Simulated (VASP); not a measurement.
Molecule: N2, in a box.

```
CELL_PARAMETERS angstrom
9.80000 0.00000 0.00000
0.00000 10.00000 0.00000
0.00000 0.00000 9.40000
ATOMIC_POSITIONS crystal
N 0.46025 0.46105 0.50000
N 0.53975 0.53895 0.50000
```

Base run:

```yaml
Program: VASP 6.6.1
Functional: PBE
Dispersion: D3(BJ)
Potentials_or_basis: VASP PAW PBE potentials, release 64 (N)
Cutoff: 520 eV
k_mesh: 1 × 1 × 1
Occupations: gaussian, width 0.01 eV
Spin: no spin polarisation
```

Its results: gap between the frontier levels 8.20 eV; largest force 1.808 eV/Å.

Problem. The run is repeated on the same cell with these changes: potentials or basis from VASP PAW PBE potentials, release 64 (N) to VASP PAW PBE potentials, release 64 (N_h); cutoff from 520 eV to 910 eV; further incar settings from ALGO = Normal; EDIFF = 1e-07; NBANDS = 12 to ALGO = Normal; EDIFF = 1e-06; NBANDS = 12; NELMDL = -8. What comes out?

Solution. Gap between the frontier levels 8.25 eV; largest force 0.133 eV/Å.

Caveats: the standard files for N, O and F lose accuracy on very short bonds (some runs).

